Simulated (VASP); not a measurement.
Wanted: the native input for a VASP 6.6.1 run.

| Property | Result |
| --- | --- |
| Task | single point |
| Functional | LDA |
| Potentials or basis | VASP PAW LDA potentials, release 64 (Ta_sv_GW, V_sv, N) |
| Cutoff | 700 eV |
| k mesh | 9 × 9 × 6 |
| Occupations | fermi-dirac, width 0.05 eV |
| Spin | collinear spin, ferromagnetic start |
| Starting moments | [0.0, 2.0, 0.0, 0.0] μB |
| Dipole correction | no |
| Further INCAR settings | ALGO = Normal; EDIFF = 1e-06; NBANDS = 30 |

The structure of TaVN2 lies in POSCAR:

```
TaVN2
1.0
    3.0700653833      0.0000000000      0.0000000000
    0.0000000000      3.0700653833      0.0000000000
    0.0000000000      0.0000000000      4.3245135709
Ta V N
1 1 2
Direct
    0.0000000000      0.0000000000      0.0000000000
    0.5000000000      0.5000000000      0.5000000000
    0.5000000000      0.5000000000      0.0000000000
    0.0000000000      0.0000000000      0.5000000000
```

One way to write it, as run:

INCAR

```
PREC = Accurate ; ENCUT = 700
EDIFF = 1E-6 ; ISMEAR = -1
SIGMA = 0.05 ; LREAL = F
LASPH = T ; NELM = 200
ALGO = Normal ; ISIF = 2
LWAVE = F ; LCHARG = T
ISPIN = 2 ; MAGMOM = 0 2 0 0
LORBIT = 11 ; LMAXMIX = 4
GGA = CA ; LELF = T
LVHAR = T ; NBANDS = 30
GGA_COMPAT = F
```

KPOINTS

```
Automatic mesh
0
Gamma
  9 9 6
```

Potentials or basis: VASP PAW LDA potentials, release 64 (Ta_sv_GW, V_sv, N).

Run with:

```sh
$ cat potpaw_LDA.64/Ta_sv_GW/POTCAR potpaw_LDA.64/V_sv/POTCAR potpaw_LDA.64/N/POTCAR > POTCAR
$ mpirun -np 1 vasp_std > vasp.out
```

It gave:

| Quantity | Value |
| --- | --- |
| Pressure | -23.9 GPa |
| Net moment | 0.06 μB per cell |
| Site moments | Ta -0.00; V +0.06; N +0.00 μB |
| Valence electrons inside the program's atomic spheres | Ta 11.60; V 11.54; N 3.71, 3.66 |

Caveat: the cell stands under tension.

It took 5.7 min on 1 thread of Intel(R) Xeon(R) Platinum 8375C CPU @ 2.90GHz (Ice Lake), with other jobs on the host, peak memory 0.32 GiB.
